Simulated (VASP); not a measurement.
Runs of VASP 6.6.1 on Se. The structure is that of space group Pm-3m (No. 221), or close to it. The cells are those of the table. 

```tsv
cell	k mesh	gap on the mesh (eV)	pressure (GPa)
a = 2.922 Å, 1 atom	12 × 12 × 12	none	(a)
a = 2.886 Å, 1 atom	12 × 12 × 12	none	-2.3
a = 2.730 Å, 1 atom	12 × 12 × 12	none	(b)
a = 2.770 Å, 1 atom	12 × 12 × 12	none	6.8
a = 2.810 Å, 1 atom	12 × 12 × 12	none	3.1
a = 2.848 Å, 1 atom	12 × 12 × 12	none	0.1
a = 2.958 Å, 1 atom	12 × 12 × 12	none	-5.7
a = 2.848 Å, 1 atom	18 × 18 × 18	none	0.1
```

Alike in all rows: task single point; level revPBE; potentials or basis VASP PAW PBE potentials, release 64 (Se); no spin polarisation; cutoff (eV) 520; smearing fermi-dirac 0.1 eV.

Question: Fill in the values left out.

Answer: (a) -4.2; (b) 11.5.

Caveats: the PAW data sets were made with another functional, which shifts forces and pressure a little.

A k mesh can miss the band edges, and the runs leave out spin-orbit coupling on Se.

A gap of «none» marks levels without a gap at the run's occupations.
